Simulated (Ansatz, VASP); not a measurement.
# One calculation of Ca, two programs

INCAR

```
  ALGO = Fast
  EDIFF = 1E-7
  ENCUT = 520
  GGA = CA
  ISIF = 2
  ISMEAR = 0
  LASPH = True
  LCHARG = True
  LELF = True
  LREAL = False
  LVHAR = True
  LWAVE = False
  NBANDS = 11
  NELM = 80
  PREC = Accurate
  SIGMA = 0.15
```

Contents of KPOINTS:

```
k-points
0
Gamma
  16 16 16
```

The input POSCAR:

```
Ca
1.0
    0.0000000000      2.4894745175      3.5201169678
    2.4894745175      0.0000000000      3.5201169678
    2.4894745175      2.4894745175      0.0000000000
Ca
1
Direct
    0.0000000000      0.0000000000      0.0000000000
```

Input for Ansatz:

```yaml
crystal:
  lattice:
    - [0.0, 2.4894745175, 3.5201169678]
    - [2.4894745175, 0.0, 3.5201169678]
    - [2.4894745175, 2.4894745175, 0.0]
  atoms:
    - { symbol: Ca, position: [0.0, 0.0, 0.0] }
basis:
  ecutwfc: 420
kpoints:
  mp_grid: { grid: [16, 16, 16] }
hamiltonian:
  xc: lda
scf:
  occupations: { method: gaussian, width: 0.15 }
output:
  forces: true
  stress: true
  eigenvalues: true
```

Alike in both runs: task single point; functional LDA; k mesh 16 × 16 × 16; occupations gaussian, width 0.15 eV; no spin polarisation.

|  | VASP | Ansatz |
| --- | --- | --- |
| version | VASP 6.6.1 | Ansatz 0.2.0 |
| potentials or method | VASP PAW LDA potentials, release 64 (Ca_sv), cutoff 520 eV | scalar-relativistic, plane waves, PAW |
| valence electrons in the cell | 10 | 10 |

VASP gave:

```
gap on the k mesh at the Fermi level (eV)                     : none
pressure (GPa)                                                : -1.9
traceless stress, the component that is largest in VASP (GPa) : -3.75
```

Question: Estimate Ansatz's values.

Answer: gap on the k mesh at the Fermi level (eV): none; pressure (GPa): -1.9; traceless stress, the component that is largest in VASP (GPa): -3.74.

LDA's correlation is that of Perdew and Zunger in VASP and of Perdew and Wang (1992) in Ansatz. A gap of «none» marks a metal or a gap that the smearing closes.
